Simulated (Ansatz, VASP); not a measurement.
# Two plane-wave programs on Si3N4

```
CELL_PARAMETERS angstrom
0.00000 3.89462 3.89462
3.89462 0.00000 3.89462
3.89462 3.89462 0.00000
ATOMIC_POSITIONS crystal
Si 0.12500 0.12500 0.62500
Si 0.12500 0.62500 0.12500
Si 0.62500 0.12500 0.12500
Si 0.12500 0.12500 0.12500
Si 0.75000 0.75000 0.75000
Si 0.50000 0.50000 0.50000
N 0.36754 0.36754 0.36754
N 0.35263 0.88246 0.88246
N 0.88246 0.88246 0.35263
N 0.88246 0.35263 0.88246
N 0.36754 0.36754 0.89737
N 0.36754 0.89737 0.36754
N 0.88246 0.88246 0.88246
N 0.89737 0.36754 0.36754
```

Alike in both runs: task relaxation of cell and atoms; functional LDA; k mesh 6 × 6 × 6; occupations gaussian, width 0.02 eV; no spin polarisation.

|  | VASP | Ansatz |
| --- | --- | --- |
| version | VASP 6.6.1 | Ansatz 0.2.0 |
| potentials or method | VASP PAW LDA potentials, release 64 (Si, N), cutoff 600 eV | scalar-relativistic, plane waves, PAW |
| valence electrons in the cell | 64 | 64 |

|  | VASP | Ansatz | Ansatz less VASP |
| --- | --- | --- | --- |
| gap on the k mesh at the Fermi level, each at its own relaxed structure (eV) | 3.34 | 3.36 | +0.019 |
| relaxed volume (Å³/atom) | 8.14 | 8.12 | -0.011 |
| relaxed length of the cell vector where the two differ most in proportion (Å) | 5.441 | 5.438 | -0.0025 |

LDA's correlation is that of Perdew and Zunger in VASP and of Perdew and Wang (1992) in Ansatz.
